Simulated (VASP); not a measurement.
**YTaP2: relaxation of cell and atoms with PBE**

The system is YTaP2.

```xyz
4
Lattice="3.5349 0.0000 0.0000 -1.7674 3.0613 0.0000 0.0000 0.0000 6.6611" Properties=species:S:1:pos:R:3 pbc="T T T"
Y     0.0000    0.0000    0.0000
Ta    0.0000    0.0000    3.3305
P     1.7674    1.0204    5.3152
P     0.0000    2.0409    1.3458
```

```json
{
 "Program": "VASP 6.6.1",
 "Task": "relaxation of cell and atoms",
 "Functional": "PBE",
 "Potentials or basis": "VASP PAW PBE potentials, release 64 (Y_sv, Ta_pv, P)",
 "Cutoff": "600 eV",
 "k mesh": "6 × 6 × 4",
 "Occupations": "gaussian, width 0.1 eV",
 "Spin": "no spin polarisation",
 "Dipole correction": "no",
 "Further INCAR settings": "ALGO = Normal; EDIFF = 1e-06; IBRION = 2; EDIFFG = -0.04; NSW = 90; ISIF = 3"
}
```

| Property | Result |
| --- | --- |
| Relaxed volume | 19.47 Å³/atom |
| Relaxed cell | a = 3.703 Å, b = 3.703 Å, c = 6.559 Å, α = 90.00°, β = 90.00°, γ = 120.00° |
| Space group after relaxing (to 0.05 Å) | P-3m1 (No. 164) |
| Energy gained by relaxing | 1018.4 meV/atom |
| Ionic steps | 11 |
| Pressure after relaxing | 0.0 GPa |
| Largest force after relaxing | 0.014 eV/Å |
| Band gap on the k mesh | zero (band 16 reaches 6.75 eV, above the bottom of band 17 at 6.12 eV) |

Forces on the atoms (eV/Å):
```
Y    0.000  0.000  0.000
Ta   0.000  0.000  0.000
P    0.000  0.000 -0.014
P    0.000  0.000  0.014
```

Stress tensor (GPa, compression positive):
```
-0.01  0.00  0.00
 0.00 -0.01  0.00
 0.00  0.00  0.10
```

Step by step:
```
step  energy change (eV)  largest force (eV/Å)  pressure (GPa)  volume (Å³)
   1              0.0000                7.3837           18.23        72.08
   2             -2.6218                1.7408          -16.88        95.43
   3             -2.7800                2.6166          -12.92        89.54
   4             -3.9403                0.0964            4.51        76.27
   5             -3.9733                0.5631            1.07        77.88
   6             -4.0600                0.0730            0.29        78.14
   7             -4.0641                0.2478            0.15        78.20
   8             -4.0717                0.0548           -0.60        78.39
   9             -4.0721                0.0056           -0.77        78.44
  10             -4.0725                0.0317            0.70        77.42
  11             -4.0736                0.0142            0.03        77.88
```

Final structure:
```
Y Ta P
1.0
     3.70281    0.00000    0.00000
    -1.85140    3.20673    0.00000
     0.00000    0.00000    6.55930
Y Ta P
1 1 2
Direct
  0.00000 0.00000 0.00000
  0.00000 0.00000 0.50000
  0.66667 0.33333 0.72103
  0.33333 0.66667 0.27897
```

Levels at points of the mesh, in eV from the Fermi level:
```
           k point  band 12  band 13  band 14  band 15  band 16  band 17  band 18  band 19  band 20
(0.00, 0.00, 0.00)    -3.52    -1.71    -0.57    -0.31    -0.31     0.03     0.03     0.81     0.81
(0.50, 0.00, 0.00)    -3.61    -3.48    -2.51    -1.83    -1.46     0.44     1.56     1.82     2.51
(0.00, 0.00, 0.50)    -3.27    -3.27    -1.33    -1.33     0.02     0.02     0.63     1.37     2.15
(0.50, 0.00, 0.50)    -3.14    -3.06    -3.00    -2.20    -0.72    -0.02     1.68     1.86     3.20
```

It took 5.3 min on 1 thread of Intel(R) Xeon(R) Platinum 8375C CPU @ 2.90GHz (Ice Lake), with other jobs on the host, peak memory 0.25 GiB.

Caveat: spin-orbit coupling is left out, which moves the levels of the heavy elements.
